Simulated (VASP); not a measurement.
# MnSb (Fm-3m) in VASP: notebook, part 2 of 2

VASP 6.6.1. Earlier steps stand in the parts before.

## (5) Single point, PBE, collinear spin, ferromagnetic start

The input, INCAR:

```
ALGO = Normal
EDIFF = 1E-6
ENCUT = 680
GGA = PE
GGA_COMPAT = F
ISIF = 2
ISMEAR = -1
ISPIN = 2
LASPH = T
LCHARG = F
LMAXMIX = 4
LORBIT = 11
LREAL = F
LWAVE = F
MAGMOM = 0 2
NBANDS = 26
NELM = 200
NUPDOWN = 2.0
PREC = Accurate
SIGMA = 0.05
```

The input, KPOINTS:

```
k-points
0
Gamma
  7 7 7
```

The input, POSCAR:

```
MnSb
1.0
    0.0000000000      2.7950160000      2.7950160000
    2.7950160000      0.0000000000      2.7950160000
    2.7950160000      2.7950160000      0.0000000000
Sb Mn
1 1
Direct
    0.5000000000      0.5000000000      0.5000000000
    0.0000000000      0.0000000000      0.0000000000
```

Potentials or basis: VASP PAW PBE potentials, release 64 (Sb_d_GW, Mn_sv).

On the command line:

```sh
$ cat potpaw_PBE.64/Sb_d_GW/POTCAR potpaw_PBE.64/Mn_sv/POTCAR > POTCAR
$ mpirun -np 1 vasp_std > vasp.out
```

OUTCAR:

```text
EDIFF = 1E-6
   ENCUT = 680
   GGA = PE
   ISIF = 2
   ISMEAR = -1
   ISPIN = 2
   LASPH = T
   LORBIT = 11
   LREAL = F
   NELM = 200
   NUPDOWN = 2.0
   PREC = Accurate

 ion  position               nearest neighbor table
   1  0.500  0.500  0.500-   2 2.80   2 2.80   2 2.80   2 2.80   2 2.80   2 2.80
   2  0.000  0.000  0.000-   1 2.80   1 2.80   1 2.80   1 2.80   1 2.80   1 2.80

  LATTYP: Found a face centered cubic cell.
 ALAT       =     5.5900320000

  Lattice vectors:

 A1 = (   0.0000000000,   2.7950160000,   2.7950160000)
 A2 = (   2.7950160000,   0.0000000000,   2.7950160000)
 A3 = (   2.7950160000,   2.7950160000,   0.0000000000)

Analysis of symmetry for initial positions (statically):
=====================================================================
 Subroutine PRICEL returns:
 Original cell was already a primitive cell.

 Routine SETGRP: Setting up the symmetry group for a
 face centered cubic supercell.

 Subroutine GETGRP returns: Found 48 space group operations
 (whereof 48 operations were pure point group operations)
 out of a pool of 48 trial point group operations.

The static configuration has the point symmetry O_h .

Analysis of symmetry for dynamics (positions and initial velocities):
=====================================================================
 Subroutine PRICEL returns:
 Original cell was already a primitive cell.

 Routine SETGRP: Setting up the symmetry group for a
 face centered cubic supercell.

 Subroutine GETGRP returns: Found 48 space group operations
 (whereof 48 operations were pure point group operations)
 out of a pool of 48 trial point group operations.

The dynamic configuration has the point symmetry O_h .

Analysis of structural, dynamic, and magnetic symmetry:
=====================================================================
[... 146 lines left out ...]
  ---------------------------------------------------
  ext. energy  EPLUGINS =         0.00000000
  ---------------------------------------------------
  free energy    TOTEN  =       -12.18202215 eV

  energy without entropy =      -12.14734401  energy(sigma->0) =      -12.16468308

 E-fermi :   7.4235     XC(G=0): -10.8788

 val. band max:        7.4164203453   @ k =   0.2857   0.0000   0.0000
 cond. band min:       6.3159621273   @ k =   0.2857   0.1429   0.0000
 fundamental gap:     -1.1004582180
 Fermi energy:         6.3108687346

 spin component 1

 k-point     1 :       0.0000    0.0000    0.0000
  band No.  band energies     occupation
      1     -73.2857      1.00000
      2     -42.0513      1.00000
      3     -42.0513      1.00000
      4     -42.0513      1.00000
      5     -21.9698      1.00000
      6     -21.9698      1.00000
[... 569 lines left out ...]
     25      22.7109      0.00000
     26      23.1804      0.00000
 Fermi energy:         7.4234718856

 spin component 2

 k-point     1 :       0.0000    0.0000    0.0000
  band No.  band energies     occupation
      1     -70.8053      1.00000
      2     -39.6195      1.00000
      3     -39.6195      1.00000
      4     -39.6195      1.00000
      5     -22.0168      1.00000
      6     -22.0168      1.00000
[... 569 lines left out ...]
     25      23.0601      0.00000
     26      23.7437      0.00000

------------------------ aborting loop because EDIFF is reached ----------------------------------------

  FORCE on cell =-STRESS in cart. coord.  units (eV):
  Direction    XX          YY          ZZ          XY          YZ          ZX
  --------------------------------------------------------------------------------------
  -------------------------------------------------------------------------------------
  Total       -2.5879937     -2.5879937     -2.5879937     -0.0000000      0.0000000     -0.0000000
  in kB      -94.9491118    -94.9491118    -94.9491118     -0.0000000      0.0000000     -0.0000000
  external PRESSURE =     -94.9491118 kB  Pullay stress =       0.0000000 kB

 VOLUME and BASIS-vectors are now :
 -----------------------------------------------------------------------------
  energy-cutoff  :      680.00
  volume of cell :       43.67
      direct lattice vectors                 reciprocal lattice vectors
     0.000000000  2.795016000  2.795016000    -0.178889853  0.178889853  0.178889853
     2.795016000  0.000000000  2.795016000     0.178889853 -0.178889853  0.178889853
     2.795016000  2.795016000  0.000000000     0.178889853  0.178889853 -0.178889853

 POSITION                                       TOTAL-FORCE (eV/Angst)
 -----------------------------------------------------------------------------------
      2.79502      2.79502      2.79502        -0.000000      0.000000     -0.000000
      0.00000      0.00000      0.00000         0.000000     -0.000000      0.000000
 -----------------------------------------------------------------------------------
    total drift:                                0.000000      0.000000      0.000000

  FREE ENERGIE OF THE ION-ELECTRON SYSTEM (eV)
  ---------------------------------------------------
  free  energy   TOTEN  =       -12.1820221542 eV

  energy  without entropy=      -12.1473440100  energy(sigma->0) =      -12.16468308

 total charge

# of ion       s       p       d       f       tot
--------------------------------------------------
    1        1.242   1.469  10.012   0.014  12.738
    2        2.154   5.998   4.775   0.000  12.927
--------------------------------------------------
tot          3.397   7.467  14.787   0.014  25.665

 magnetization (x)

# of ion       s       p       d       f       tot
--------------------------------------------------
    1       -0.009  -0.212  -0.009   0.003  -0.227
    2        0.021   0.000   2.202   0.000   2.223
--------------------------------------------------
tot          0.012  -0.212   2.193   0.003   1.996
```

OSZICAR:

```text
N       E                     dE             d eps       ncg     rms          rms(c)
DAV:   1     0.328747125635E+03    0.32875E+03   -0.13349E+04  3084   0.117E+04
DAV:   2     0.320974573273E+02   -0.29665E+03   -0.28008E+03  3004   0.137E+03
DAV:   3    -0.870893806895E+01   -0.40806E+02   -0.39669E+02  3340   0.259E+02
DAV:   4    -0.128306020654E+02   -0.41217E+01   -0.40451E+01  3914   0.689E+01
DAV:   5    -0.131906544664E+02   -0.36005E+00   -0.35877E+00  3700   0.157E+01    0.114E+01
DAV:   6    -0.162728495410E+02   -0.30822E+01   -0.20219E+01  3374   0.636E+01    0.294E+01
DAV:   7    -0.121281576433E+02    0.41447E+01   -0.10398E+01  3312   0.524E+01    0.374E+00
DAV:   8    -0.121767320482E+02   -0.48574E-01   -0.25466E-01  3208   0.597E+00    0.152E+00
DAV:   9    -0.121807944118E+02   -0.40624E-02   -0.18335E-02  3678   0.175E+00    0.768E-01
DAV:  10    -0.121817602648E+02   -0.96585E-03   -0.27283E-03  3606   0.642E-01    0.267E-01
DAV:  11    -0.121819920922E+02   -0.23183E-03   -0.67030E-04  3510   0.386E-01    0.741E-02
DAV:  12    -0.121820197114E+02   -0.27619E-04   -0.63176E-05  3332   0.945E-02    0.287E-02
DAV:  13    -0.121820226597E+02   -0.29482E-05   -0.16792E-05  3520   0.433E-02    0.175E-02
DAV:  14    -0.121820221542E+02    0.50545E-06   -0.36925E-06  2360   0.194E-02
   1 F= -.12182022E+02 E0= -.12164683E+02  d E =-.346781E-01  mag=     2.0000
```

It took 2.1 min on 1 thread of Intel Xeon Platinum 8259CL at 2.50GHz (Skylake/Cascade Lake), shared host; peak memory 0.28 GiB.

Results:

| Item | Value |
| --- | --- |
| Free energy | -12.1820 eV |
| Pressure | -9.5 GPa |
| Net moment | 2.00 μB per cell |
| Site moments | Sb -0.23; Mn +2.22 μB |
| Valence electrons inside the program's atomic spheres | Sb 12.74; Mn 12.93 |

Caveat: the cell stands under tension; spin-orbit coupling is left out, which moves the levels of the heavy elements; the total moment is fixed, so each spin has its own Fermi level and the state may be an excited one; a cell with one magnetic atom can't hold antiferromagnetic order, which such compounds often take.

## (6) Overview

```tsv
fixed moment (μB)	pressure (GPa)	moment (μB)
3.0	-5.1	3.00
5.0	6.7	5.00
4.0	0.4	4.00
2.0	-9.5	2.00
```

Alike in all rows: task single point; level PBE; potentials or basis VASP PAW PBE potentials, release 64 (Sb_d_GW, Mn_sv); spin collinear, ferromagnetic start; cell as given; k mesh 7 × 7 × 7; cutoff (eV) 680; smearing fermi-dirac 0.05 eV.

Caveats: spin-orbit coupling is left out, which moves the levels of the heavy elements; the total moment is fixed, so each spin has its own Fermi level and the state may be an excited one; a cell with one magnetic atom can't hold antiferromagnetic order, which such compounds often take; the cell stands under tension (at least some runs); the cell stands under pressure (at least some runs).

Absolute energies hang on the potentials; compare differences alone.
